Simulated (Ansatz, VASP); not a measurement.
**Two plane-wave programs on AlCo**

INCAR

```
SYSTEM = AlCo
PREC     = Accurate       ! precision mode
ENCUT    = 520            ! plane-wave cutoff, eV
EDIFF    = 1E-7           ! SCF threshold, eV
ISMEAR   = 0              ! smearing method
SIGMA    = 0.1            ! smearing width, eV
LREAL    = .False.        ! projectors in reciprocal space
LASPH    = .True.         ! aspherical terms in the spheres
NELM     = 80             ! most SCF steps
ALGO     = Fast           ! electronic algorithm
ISIF     = 2              ! what is computed and relaxed
LWAVE    = .False.        ! write WAVECAR
LCHARG   = .False.        ! write CHGCAR
GGA      = PS             ! functional
NBANDS   = 13             ! bands
```

KPOINTS

```
regular mesh
0
Gamma
  14 14 14
  0 0 0
```

POSCAR

```
AlCo
1.0
    2.7940726213      0.0000000000      0.0000000000
    0.0000000000      2.7940726213      0.0000000000
    0.0000000000      0.0000000000      2.7940726213
Al Co
1 1
Direct
    0.0000000000      0.0000000000      0.0000000000
    0.5000000000      0.5000000000      0.5000000000
```

Input for Ansatz:

```yaml
crystal:
  lattice:
    - [2.7940726213, 0.0, 0.0]
    - [0.0, 2.7940726213, 0.0]
    - [0.0, 0.0, 2.7940726213]
  atoms:
    - { symbol: Al, position: [0.0, 0.0, 0.0] }
    - { symbol: Co, position: [0.5, 0.5, 0.5] }
basis:
  ecutwfc: 420
kpoints:
  mp_grid: { grid: [14, 14, 14] }
hamiltonian:
  xc: pbesol
scf:
  occupations: { method: gaussian, width: 0.1 }
output:
  forces: true
  stress: true
  eigenvalues: true
```

Alike in both runs: task single point; functional PBEsol; k mesh 14 × 14 × 14; occupations gaussian, width 0.1 eV; no spin polarisation.

|  | VASP | Ansatz |
| --- | --- | --- |
| version | VASP 6.6.1 | Ansatz 0.2.0 |
| potentials or method | VASP PAW PBE potentials, release 64 (Al, Co), cutoff 520 eV | scalar-relativistic, plane waves, PAW |
| valence electrons in the cell | 12 | 20 |

|  | VASP | Ansatz | Ansatz less VASP |
| --- | --- | --- | --- |
| gap on the k mesh at the Fermi level (eV) | none | none | - |
| pressure (GPa) | 5.9 | 6.3 | +0.39 |

VASP's potentials were made for PBE, not for PBEsol. A gap of «none» marks a metal or a gap that the smearing closes. VASP's potentials hold 12 valence electrons a cell and Ansatz's 20, so a difference there can come from the potentials and not from the codes.
